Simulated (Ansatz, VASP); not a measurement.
One calculation of Mg3ScBr3, two programs

```
Mg Sc Br
1.0
     6.02740    0.00000    0.00000
     0.00000    6.02740    0.00000
     0.00000    0.00000    6.02740
Mg Sc Br
3 1 3
Direct
  0.00000 0.50000 0.50000
  0.50000 0.00000 0.50000
  0.50000 0.50000 0.00000
  0.50000 0.50000 0.50000
  0.00000 0.00000 0.50000
  0.50000 0.00000 0.00000
  0.00000 0.50000 0.00000
```

Change from the starting cell: species swapped into the La3GaBr3 type (Pm-3m, No. 221).

Alike in both runs: functional PBE; k mesh 6 × 6 × 6; occupations gaussian, width 0.1 eV; collinear spin.

Ansatz relaxed the structure, and its values are those at the end. VASP's run is a single point on that final structure, the one shown.

|  | VASP | Ansatz |
| --- | --- | --- |
| version | VASP 6.6.1 | Ansatz 0.2.0 |
| potentials or method | VASP PAW PBE potentials, release 64 (Mg, Sc_sv, Br), cutoff 520 eV | scalar-relativistic, plane waves, PAW |
| valence electrons in the cell | 38 | 62 |

|  | VASP | Ansatz | Ansatz less VASP |
| --- | --- | --- | --- |
| gap on the k mesh at the Fermi level (eV) | none | none | - |
| pressure (GPa) | 0.0 | 0.0 | +0.05 |
| net moment per atom (μB) | 0.24 | 0.24 | 0.000 |
| size of the moment on the site where the two differ most (μB) | 0.04 | 0.09 | +0.053 |

Site moments also hang on the region over which each program counts them. A gap of «none» marks a metal or a gap that the smearing closes. VASP's potentials hold 38 valence electrons a cell and Ansatz's 62, so a difference there can come from the potentials and not from the codes.
